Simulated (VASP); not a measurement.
Here is a VASP 6.6.1 calculation.

Contents of INCAR:

```
SYSTEM = Y5Ti
  PREC = Accurate
  ENCUT = 500
  EDIFF = 1E-6
  ISMEAR = 0
  SIGMA = 0.1
  LREAL = .False.
  LASPH = .True.
  NELM = 200
  ALGO = Normal
  ISIF = 2
  LWAVE = .False.
  LCHARG = .False.
  ISPIN = 2
  MAGMOM = 0 0 0 0 0 1
  LORBIT = 11
  LMAXMIX = 4
  GGA = PE
  NBANDS = 46
  GGA_COMPAT = .False.
```

File KPOINTS:

```
Automatic mesh
0
Gamma
  4 4 4
  0 0 0
```

The input POSCAR:

```
Y5Ti
1.0
    0.0000000000      4.5287679591      4.5287679591
    4.5287679591      0.0000000000      4.5287679591
    4.5287679591      4.5287679591      0.0000000000
Y Ti
5 1
Direct
    0.7500000000      0.7500000000      0.7500000000
    0.8777200513      0.3740933162      0.3740933162
    0.3740933162      0.3740933162      0.3740933162
    0.3740933162      0.8777200513      0.3740933162
    0.3740933162      0.3740933162      0.8777200513
    0.0000000000      0.0000000000      0.0000000000
```

Potentials or basis: VASP PAW PBE potentials, release 64 (Y_sv, Ti_sv).

Launch:

```bash
$ cat potpaw_PBE.64/Y_sv/POTCAR potpaw_PBE.64/Ti_sv/POTCAR > POTCAR
$ mpirun -np 1 vasp_std > vasp.out
```

Q: What does it give for the pressure?

A: -0.1 GPa.

Q: Predict the net moment.

A: 0.00 μB per cell.
